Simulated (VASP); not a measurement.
Wanted: the native input for a VASP 6.6.1 run.

| Item | Value |
| --- | --- |
| Task | single point |
| Functional | r2SCAN |
| Dispersion | rVV10 |
| Potentials or basis | VASP PAW PBE potentials, release 64 (Ti_sv, Si, N) |
| Cutoff | 520 eV |
| k mesh | 6 × 6 × 10 |
| Occupations | fermi-dirac, width 0.03 eV |
| Spin | no spin polarisation |
| Dipole correction | no |
| Further INCAR settings | ALGO = Normal; EDIFF = 1e-07; NBANDS = 33 |

The system is Ti2SiN4.

```
CELL_PARAMETERS angstrom
5.01164 0.00000 0.00000
0.00000 5.01164 0.00000
0.00000 0.00000 2.75764
ATOMIC_POSITIONS crystal
Ti 0.50000 0.00000 0.50000
Ti 0.00000 0.50000 0.50000
Si 0.00000 0.00000 0.00000
N 0.24480 0.75520 0.00000
N 0.24480 0.24480 0.00000
N 0.75520 0.75520 0.00000
N 0.75520 0.24480 0.00000
```

One way to write it, as run:

POSCAR

```
Ti2SiN4
1.0
    5.0116405360      0.0000000000      0.0000000000
    0.0000000000      5.0116405360      0.0000000000
    0.0000000000      0.0000000000      2.7576441379
Ti Si N
2 1 4
Direct
    0.5000000000      0.0000000000      0.5000000000
    0.0000000000      0.5000000000      0.5000000000
    0.0000000000      0.0000000000      0.0000000000
    0.2448009488      0.7551990512      0.0000000000
    0.2448009488      0.2448009488      0.0000000000
    0.7551990512      0.7551990512      0.0000000000
    0.7551990512      0.2448009488      0.0000000000
```

INCAR.step1

```
SYSTEM = Ti2SiN4
PREC = Accurate
ENCUT = 520
ISMEAR = -1
SIGMA = 0.03
LREAL = .False.
LASPH = .True.
NELM = 60
NBANDS = 33
GGA = PE
ALGO = Normal
EDIFF = 1E-4
LWAVE = .True.
LCHARG = .False.
```

INCAR.step2

```
SYSTEM = Ti2SiN4
PREC = Accurate
ENCUT = 520
EDIFF = 1E-7
ISMEAR = -1
SIGMA = 0.03
LREAL = .False.
LASPH = .True.
NELM = 60
ALGO = Normal
ISIF = 2
LWAVE = .False.
LCHARG = .False.
METAGGA = R2SCAN
LMIXTAU = .True.
LUSE_VDW = .True.
IVDW_NL = 2
BPARAM = 11.95
CPARAM = 0.0093
NBANDS = 33
ISTART = 1
```

KPOINTS

```
Automatic mesh
0
Gamma
  6 6 10
  0 0 0
```

Potentials or basis: VASP PAW PBE potentials, release 64 (Ti_sv, Si, N).

Run with:

```sh
$ cat potpaw_PBE.64/Ti_sv/POTCAR potpaw_PBE.64/Si/POTCAR potpaw_PBE.64/N/POTCAR > POTCAR
$ cp INCAR.step1 INCAR
$ mpirun -np 1 vasp_std > vasp.out
$ cp INCAR.step2 INCAR
$ mpirun -np 1 vasp_std > vasp.out
```

It gave:

- Pressure: 1.0 GPa
- Largest force: 0.009 eV/Å
- Band gap on the k mesh: zero (bands 24 and 25 overlap by 1.00 eV)

Caveat: the PAW data sets were made with another functional, which shifts forces and pressure a little.

It took 11 min on 1 thread of AMD EPYC 7R13 Processor (Zen 3), with other jobs on the host, peak memory 0.4 GiB.
